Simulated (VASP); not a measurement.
# C (P6_3/mmc) in VASP: notebook

The runs below take C through relaxation of cell and atoms, single point, with r2SCAN.

The COD entry that gives the cell may itself be a prediction, so a difference from it is no test against experiment.

Program: VASP 6.6.1. These are calculated values, not measurements. Logs are shortened: lines on timing, memory, paths and dates and some standing lists are left out, and cuts for length are marked.

## (1) The cell of the first run

It takes space group P6_3/mmc (No. 194, hexagonal). The conventional cell has a = 2.522 Å, b = 2.522 Å, c = 12.356 Å, α = 90.00°, β = 90.00°, γ = 120.00°. Within 2.1 Å of C (site symmetry 3m) lie 4 C at 1.54 Å. Within 2.1 Å of C (site symmetry 3m) lie 4 C at 1.54 Å. Within 2.1 Å of C (site symmetry 3m) lie 4 C at 1.54 Å.

## (2) Relaxation of cell and atoms, r2SCAN

The input, POSCAR:

```
C
1.0
    2.5220988435      0.0000000000      0.0000000000
   -1.2610494217      2.1842016693      0.0000000000
    0.0000000000      0.0000000000     12.3557000000
C
12
Direct
    0.0000000000      0.0000000000      0.1875000000
    0.0000000000      0.0000000000      0.6875000000
    0.0000000000      0.0000000000      0.3125000000
    0.0000000000      0.0000000000      0.8125000000
    0.3333333333      0.6666666667      0.5208300000
    0.6666666667      0.3333333333      0.0208300000
    0.3333333333      0.6666666667      0.9791700000
    0.6666666667      0.3333333333      0.4791700000
    0.3333333333      0.6666666667      0.6458300000
    0.6666666667      0.3333333333      0.1458300000
    0.3333333333      0.6666666667      0.8541700000
    0.6666666667      0.3333333333      0.3541700000
```

The input, INCAR.step1:

```
SYSTEM = C
ALGO = Normal
EDIFF = 1E-4
ENCUT = 600
GGA = PE
ISMEAR = 0
LASPH = .TRUE.
LCHARG = .FALSE.
LREAL = .FALSE.
LWAVE = .TRUE.
NELM = 80
PREC = Accurate
SIGMA = 0.02
```

The input, INCAR.step2:

```
SYSTEM = C
ALGO = Normal
EDIFF = 1E-7
EDIFFG = -0.005
ENCUT = 600
IBRION = 2
ISIF = 3
ISMEAR = 0
ISTART = 1
LASPH = .TRUE.
LCHARG = .FALSE.
LMIXTAU = .TRUE.
LREAL = .FALSE.
LWAVE = .FALSE.
METAGGA = R2SCAN
NELM = 80
NSW = 100
PREC = Accurate
SIGMA = 0.02
```

The input, KPOINTS:

```
k-points
0
G
  12 12 2
  0 0 0
```

Potentials or basis: VASP PAW PBE potentials, release 64 (C).

The run is started by

```console
cat potpaw_PBE.64/C/POTCAR > POTCAR
cp INCAR.step1 INCAR
mpirun -np 1 vasp_std > vasp.out
cp INCAR.step2 INCAR
mpirun -np 1 vasp_std > vasp.out
```

OUTCAR:

```text
SYSTEM = C
   EDIFF = 1E-7
   EDIFFG = -0.005
   ENCUT = 600
   IBRION = 2
   ISIF = 3
   ISMEAR = 0
   ISTART = 1
   LASPH = .TRUE.
   LREAL = .FALSE.
   METAGGA = R2SCAN
   NELM = 80
   NSW = 100
   PREC = Accurate

 ion  position               nearest neighbor table
   1  0.000  0.000  0.188-   3 1.54  10 1.54  10 1.54  10 1.54
   2  0.000  0.000  0.688-   4 1.54   9 1.54   9 1.54   9 1.54
   3  0.000  0.000  0.312-   1 1.54  12 1.54  12 1.54  12 1.54
   4  0.000  0.000  0.812-   2 1.54  11 1.54  11 1.54  11 1.54
   5  0.333  0.667  0.521-   8 1.54   8 1.54   8 1.54   9 1.54
   6  0.667  0.333  0.021-   7 1.54   7 1.54   7 1.54  10 1.54
   7  0.333  0.667  0.979-   6 1.54   6 1.54   6 1.54  11 1.54
   8  0.667  0.333  0.479-   5 1.54   5 1.54   5 1.54  12 1.54
   9  0.333  0.667  0.646-   5 1.54   2 1.54   2 1.54   2 1.54
  10  0.667  0.333  0.146-   6 1.54   1 1.54   1 1.54   1 1.54
  11  0.333  0.667  0.854-   7 1.54   4 1.54   4 1.54   4 1.54
  12  0.667  0.333  0.354-   8 1.54   3 1.54   3 1.54   3 1.54

  LATTYP: Found a hexagonal cell.
 ALAT       =     2.5220988435
 C/A-ratio  =     4.8989753244

  Lattice vectors:

 A1 = (   2.5220988435,   0.0000000000,   0.0000000000)
 A2 = (  -1.2610494217,   2.1842016693,   0.0000000000)
 A3 = (   0.0000000000,   0.0000000000,  12.3557000000)

Analysis of symmetry for initial positions (statically):
=====================================================================
 Subroutine PRICEL returns:
 Original cell was already a primitive cell.

 Routine SETGRP: Setting up the symmetry group for a
 hexagonal supercell.

 Subroutine GETGRP returns: Found 24 space group operations
 (whereof 12 operations were pure point group operations)
 out of a pool of 24 trial point group operations.

The static configuration has the point symmetry D_3d.
 The point group associated with its full space group is D_6h.

Analysis of symmetry for dynamics (positions and initial velocities):
=====================================================================
 Subroutine PRICEL returns:
 Original cell was already a primitive cell.

 Routine SETGRP: Setting up the symmetry group for a
 hexagonal supercell.

 Subroutine GETGRP returns: Found 24 space group operations
 (whereof 12 operations were pure point group operations)
 out of a pool of 24 trial point group operations.

The dynamic configuration has the point symmetry D_3d.
 The point group associated with its full space group is D_6h.

 Subroutine INISYM returns: Found 24 space group operations
 (whereof 12 operations are pure point group operations),
 and found     1 'primitive' translations

----------------------------------------------------------------------------------------

                                     Primitive cell

  volume of cell :      68.0647

  direct lattice vectors                    reciprocal lattice vectors
     2.522098843  0.000000000  0.000000000     0.396495166  0.228916591  0.000000000
    -1.261049422  2.184201669  0.000000000     0.000000000  0.457833182  0.000000000
     0.000000000  0.000000000 12.355700000     0.000000000  0.000000000  0.080934306

  length of vectors
     2.522098843  2.522098843 12.355700000     0.457833182  0.457833182  0.080934306

  position of ions in fractional coordinates (direct lattice)
     0.000000000  0.000000000  0.187500000
     0.000000000  0.000000000  0.687500000
     0.000000000  0.000000000  0.312500000
     0.000000000  0.000000000  0.812500000
     0.333333333  0.666666667  0.520830000
     0.666666667  0.333333333  0.020830000
     0.333333333  0.666666667  0.979170000
     0.666666667  0.333333333  0.479170000
     0.333333333  0.666666667  0.645830000
     0.666666667  0.333333333  0.145830000
     0.333333333  0.666666667  0.854170000
     0.666666667  0.333333333  0.354170000

  ion indices of the primitive-cell ions
   primitive index   ion index
                 1           1
                 2           2
                 3           3
                 4           4
                 5           5
                 6           6
                 7           7
                 8           8
                 9           9
                10          10
                11          11
                12          12

----------------------------------------------------------------------------------------

 KPOINTS: k-points

Automatic generation of k-mesh.
 Grid dimensions read from file:
 generate k-points for:   12   12    2

 Generating k-lattice:

  Cartesian coordinates                     Fractional coordinates (reciprocal lattice)
     0.033041264  0.019076383  0.000000000     0.083333333 -0.000000000  0.000000000
     0.000000000  0.038152765  0.000000000     0.000000000  0.083333333  0.000000000
     0.000000000  0.000000000  0.040467153     0.000000000  0.000000000  0.500000000

  Length of vectors
     0.038152765  0.038152765  0.040467153

  Shift w.r.t. Gamma in fractional coordinates (k-lattice)
     0.000000000  0.000000000  0.000000000

 Subroutine IBZKPT returns following result:
 ===========================================

 Found     38 irreducible k-points:

 Following reciprocal coordinates:
            Coordinates               Weight
  0.000000  0.000000  0.000000      1.000000
  0.083333  0.000000  0.000000      6.000000
  0.166667  0.000000  0.000000      6.000000
  0.250000 -0.000000  0.000000      6.000000
  0.333333 -0.000000  0.000000      6.000000
  0.416667 -0.000000  0.000000      6.000000
[... 16 lines left out ...]
  0.250000 -0.000000  0.500000      6.000000
  0.333333 -0.000000  0.500000      6.000000
 [... further k-points ...]
   k-points           NKPTS =     38   k-points in BZ     NKDIM =     38   number of bands    NBANDS=     31
   number of dos      NEDOS =    301   number of ions     NIONS =     12
   total plane-waves  NPLWV =  40000
   dimension x,y,z NGX =    20 NGY =   20 NGZ =  100
   dimension x,y,z NGXF=    40 NGYF=   40 NGZF=  200
   ions per type =              12
   NGX,Y,Z   is equivalent  to a cutoff of  13.18, 13.18, 13.45 a.u.
   NGXF,Y,Z  is equivalent  to a cutoff of  26.37, 26.37, 26.91 a.u.
 SYSTEM =  C
   PREC   = accura    normal or accurate (medium, high low for compatibility)
   ISTART =      1    job   : 0-new  1-cont  2-samecut
   ICHARG =      0    charge: 1-file 2-atom 10-const
   ISPIN  =      1    spin polarized calculation?
   LNONCOLLINEAR =      F non collinear calculations
   LSORBIT =      F    spin-orbit coupling
   LASPH  =      T    aspherical Exc in radial PAW
   ENCUT  =  600.0 eV  44.10 Ry    6.64 a.u.   5.04  5.04 24.68*2*pi/ulx,y,z
   NELM   =     80;   NELMIN=  2; NELMDL=  0     # of ELM steps
   EDIFF  = 0.1E-06   stopping-criterion for ELM
   LREAL  =      F    real-space projection
   EDIFFG = -.5E-02   stopping-criterion for IOM
   NSW    =    100    number of steps for IOM
   IBRION =      2    ionic relax: 0-MD 1-quasi-New 2-CG
   NFREE  =      1    steps in history (QN), initial steepest desc. (CG)
   ISIF   =      3    stress and relaxation
   ISYM   =      2    0-nonsym 1-usesym 2-fastsym
   POTIM  = 0.5000    time-step for ionic-motion
   TEBEG  =    0.0;   TEEND  =   0.0 temperature during run
   PSTRESS=    0.0 pullay stress
   NELECT =      48.0000    total number of electrons
   NUPDOWN=      -1.0000    fix difference up-down
   EMIN   =  10.00;   EMAX   =-10.00  energy-range for DOS
   EFERMI =   0.00;   METHOD = LEGACY
   ISMEAR =     0;   SIGMA  =   0.02  broadening in eV -4-tet -1-fermi 0-gaus
   EFERMI_NEDOS =   21; number of points for ismear=-14 and -15
   IALGO  =     38    algorithm
   IMIX   =      4    mixing-type and parameters
     AMIX     =   0.40;   BMIX     =  1.00
     AMIX_MAG =   1.60;   BMIX_MAG =  1.00
  volume/ion in A,a.u.               =       5.67        38.28
  Fermi-wavevector in a.u.,A,eV,Ry     =   1.457184  2.753679 28.890425  2.123386
  Thomas-Fermi vector in A             =   2.574015
   LORBIT       =      0    0 simple, 1 ext, 2 COOP (PROOUT), +10 PAW based schemes
   METAGGA = R2SCAN    functional components
   LHFCALC =     F    Hartree Fock is set to
   AEXX    =    0.0000 exact exchange contribution
   IVDW    =     0    specifies the selected vdW correction
   LEPSILON=     F    determine dielectric tensor
   LRPA    =     F    only Hartree local field effects (RPA)
 conjugate gradient relaxation of ions
 non-spin polarized calculation
 Gauss-broadening in eV      SIGMA  =   0.02
  energy-cutoff  :      600.00
  volume of cell :       68.06
 maximum number of plane-waves:      2302
   NGX = 11   NGY = 11   NGZ = 49

--------------------------------------- Ionic step        1  -------------------------------------------

 number of electron      48.0000000 magnetization

 Free energy of the ion-electron system (eV)
  ---------------------------------------------------
  ext. energy  EPLUGINS =         0.00000000
  ---------------------------------------------------
  free energy    TOTEN  =      -117.88307438 eV

  energy without entropy =     -117.88307438  energy(sigma->0) =     -117.88307438

------------------------ aborting loop because EDIFF is reached ----------------------------------------

  FORCE on cell =-STRESS in cart. coord.  units (eV):
  Direction    XX          YY          ZZ          XY          YZ          ZX
  --------------------------------------------------------------------------------------
  -------------------------------------------------------------------------------------
  Total       -1.9934229     -1.9934229      1.7148678     -0.0000000      0.0000000      0.0000000
  in kB      -46.9232237    -46.9232237     40.3663094     -0.0000000      0.0000000      0.0000000
  external PRESSURE =     -17.8267126 kB  Pullay stress =       0.0000000 kB
[... 31 lines left out ...]
  energy  without entropy=     -117.8830743763  energy(sigma->0) =     -117.88307438

--------------------------------------- Ionic step        2  -------------------------------------------

 number of electron      48.0000002 magnetization

 E-fermi :  10.0871     XC(G=0): -14.3065

 val. band max:        9.9359846035   @ k =   0.0000   0.0000   0.0000
 cond. band min:      14.6883321955   @ k =   0.3333  -0.0000   0.0000
 fundamental gap:      4.7523475920
 Fermi energy:        10.0870622133

 k-point     1 :       0.0000    0.0000    0.0000
  band No.  band energies     occupation
      1     -12.9934      2.00000
      2     -12.2872      2.00000
      3     -12.1148      2.00000
      4      -9.9817      2.00000
      5      -9.8004      2.00000
      6      -7.1836      2.00000
[... 1034 lines left out ...]
  energy  without entropy=     -117.9047742723  energy(sigma->0) =     -117.90477427

--------------------------------------- Ionic step        7  -------------------------------------------

 number of electron      48.0000001 magnetization

 Free energy of the ion-electron system (eV)
  ---------------------------------------------------
  ext. energy  EPLUGINS =         0.00000000
  ---------------------------------------------------
  free energy    TOTEN  =      -117.90479032 eV

  energy without entropy =     -117.90479032  energy(sigma->0) =     -117.90479032

 E-fermi :   9.9704     XC(G=0): -14.2783

 val. band max:        9.8645658927   @ k =   0.0000   0.0000   0.0000
 cond. band min:      14.5235038854   @ k =   0.3333  -0.0000   0.0000
 fundamental gap:      4.6589379927
 Fermi energy:         9.9703557807

 k-point     1 :       0.0000    0.0000    0.0000
  band No.  band energies     occupation
      1     -12.9910      2.00000
      2     -12.2363      2.00000
      3     -12.1516      2.00000
      4      -9.8977      2.00000
      5      -9.8308      2.00000
      6      -7.0965      2.00000
[... 846 lines left out ...]
  FREE ENERGIE OF THE ION-ELECTRON SYSTEM (eV)
  ---------------------------------------------------
  free  energy   TOTEN  =      -117.9047903187 eV

  energy  without entropy=     -117.9047903187  energy(sigma->0) =     -117.90479032

 reached required accuracy - stopping structural energy minimisation
```

Wall time 28 min (1 thread of Intel Xeon Platinum 8259CL at 2.50GHz (Skylake/Cascade Lake), shared host); peak memory 0.23 GiB.

What came out:

| Item | Value |
| --- | --- |
| Free energy | -117.9048 eV |
| Relaxed volume | 5.65 Å³/atom |
| Relaxed cell | a = 2.513 Å, b = 2.513 Å, c = 12.395 Å, α = 90.00°, β = 90.00°, γ = 120.00° |
| Space group after relaxing (to 0.05 Å) | P6_3/mmc (No. 194) |
| Energy gained by relaxing | 1.8 meV/atom |
| Ionic steps | 7 |
| Pressure after relaxing | 0.0 GPa |
| Band gap on the k mesh | 4.66 eV, indirect (least direct gap 5.63 eV) |

The path:
```
step  energy change (eV)  largest force (eV/Å)  pressure (GPa)  volume (Å³)
   1              0.0000                0.3439           -1.78        68.06
   2              0.0031                0.3805            2.45        67.44
   3             -0.0212                0.1018            0.12        67.77
   4             -0.0199                0.2062            0.00        67.78
   5             -0.0217                0.0170            0.08        67.77
   6             -0.0217                0.0077           -0.07        67.79
   7             -0.0217                0.0020           -0.01        67.79
```

Final structure:
```yaml
crystal:
  lattice:
    - [2.51297, 0.00000, 0.00000]
    - [-1.25649, 2.17630, 0.00000]
    - [0.00000, 0.00000, 12.39465]
  atoms:
    - { symbol: C, position: [0.00000, 0.00000, 0.18684] }
    - { symbol: C, position: [0.00000, 0.00000, 0.68684] }
    - { symbol: C, position: [0.00000, 0.00000, 0.31316] }
    - { symbol: C, position: [0.00000, 0.00000, 0.81316] }
    - { symbol: C, position: [0.33333, 0.66667, 0.52076] }
    - { symbol: C, position: [0.66667, 0.33333, 0.02076] }
    - { symbol: C, position: [0.33333, 0.66667, 0.97924] }
    - { symbol: C, position: [0.66667, 0.33333, 0.47924] }
    - { symbol: C, position: [0.33333, 0.66667, 0.64506] }
    - { symbol: C, position: [0.66667, 0.33333, 0.14506] }
    - { symbol: C, position: [0.33333, 0.66667, 0.85494] }
    - { symbol: C, position: [0.66667, 0.33333, 0.35494] }
```

Caveat: the PAW data sets were made with another functional, which shifts forces and pressure a little. r2SCAN opens gaps a little over a GGA but as a rule still falls short of measured ones.

## (3) Single point, r2SCAN (volume scaled by 0.88, then relaxed in part)

The input, POSCAR:

```
C
1.0
    2.4072763139      0.0000000000      0.0000000000
   -1.2036381570      2.0847624418      0.0000000000
    0.0000000000      0.0000000000     11.8778264924
C
12
Direct
    0.0000000000      0.0000000000      0.1869594862
    0.0000000000      0.0000000000      0.6869594862
    0.0000000000      0.0000000000      0.3130405138
    0.0000000000      0.0000000000      0.8130405138
    0.3333333333      0.6666666667      0.5207844410
    0.6666666667      0.3333333333      0.0207844410
    0.3333333333      0.6666666667      0.9792155590
    0.6666666667      0.3333333333      0.4792155590
    0.3333333333      0.6666666667      0.6450370648
    0.6666666667      0.3333333333      0.1450370648
    0.3333333333      0.6666666667      0.8549629352
    0.6666666667      0.3333333333      0.3549629352
```

The input, INCAR.step1:

```
PREC     = Accurate       # precision mode
ENCUT    = 520            # plane-wave cutoff, eV
ISMEAR   = 0              # smearing method
SIGMA    = 0.02           # smearing width, eV
LREAL    = False          # projectors in reciprocal space
LASPH    = True           # aspherical terms in the spheres
NELM     = 60             # most SCF steps
NBANDS   = 36             # bands
GGA      = PE             # functional
ALGO     = Normal         # electronic algorithm
EDIFF    = 1E-4           # SCF threshold, eV
LWAVE    = True           # write WAVECAR
LCHARG   = False          # write CHGCAR
```

The input, INCAR.step2:

```
PREC     = Accurate       # precision mode
ENCUT    = 520            # plane-wave cutoff, eV
EDIFF    = 1E-6           # SCF threshold, eV
ISMEAR   = 0              # smearing method
SIGMA    = 0.02           # smearing width, eV
LREAL    = False          # projectors in reciprocal space
LASPH    = True           # aspherical terms in the spheres
NELM     = 60             # most SCF steps
ALGO     = Normal         # electronic algorithm
ISIF     = 2              # what is computed and relaxed
LWAVE    = False          # write WAVECAR
LCHARG   = False          # write CHGCAR
METAGGA  = R2SCAN         # meta-GGA
LMIXTAU  = True         
NBANDS   = 36             # bands
ISTART   = 1
```

The input, KPOINTS:

```
Automatic mesh
0
Gamma
  12 12 2
```

Potentials or basis: VASP PAW PBE potentials, release 64 (C).

The run is started by

```console
cat potpaw_PBE.64/C/POTCAR > POTCAR
cp INCAR.step1 INCAR
mpirun -np 1 vasp_std > vasp.out
cp INCAR.step2 INCAR
mpirun -np 1 vasp_std > vasp.out
```

It took 6 min on 1 thread of Intel Xeon Platinum 8259CL at 2.50GHz (Skylake/Cascade Lake), shared host; peak memory 0.19 GiB.

Results (log left out):

| Quantity | Value |
| --- | --- |
| Free energy | -116.1047 eV |
| Pressure | 74.4 GPa |
| Largest force | 0.005 eV/Å |
| Band gap on the k mesh | 5.01 eV, indirect (least direct gap 5.91 eV) |

Forces on the atoms (eV/Å):
```
C    0.000  0.000  0.005
C    0.000  0.000  0.005
C    0.000  0.000 -0.005
C    0.000  0.000 -0.005
C    0.000  0.000  0.001
C    0.000  0.000  0.001
C    0.000  0.000 -0.001
C    0.000  0.000 -0.001
C    0.000  0.000 -0.004
C    0.000  0.000 -0.004
C    0.000  0.000  0.004
C    0.000  0.000  0.004
```

Levels at points of the mesh, in eV from the valence-band top:
| k point | band 21 | band 22 | band 23 | band 24 | band 25 | band 26 | band 27 | band 28 |
| --- | --- | --- | --- | --- | --- | --- | --- | --- |
| (0.00, 0.00, 0.00) | -1.19 | -0.23 | 0.00 | 0.00 | 5.91 | 5.91 | 6.10 | 7.21 |
| (0.50, 0.00, 0.00) | -4.91 | -4.86 | -4.36 | -3.50 | 5.17 | 5.81 | 5.86 | 6.25 |
| (0.00, 0.00, 0.50) | -0.40 | -0.40 | -0.40 | -0.40 | 6.39 | 6.39 | 6.39 | 6.39 |
| (0.50, 0.00, 0.50) | -4.54 | -4.54 | -3.92 | -3.92 | 5.34 | 5.34 | 6.55 | 6.55 |

Caveat: the cell differs from its parent crystal (volume scaled by 0.88, then relaxed in part); the PAW data sets were made with another functional, which shifts forces and pressure a little. A k mesh can miss the band edges.

[end of part 1 of 2]
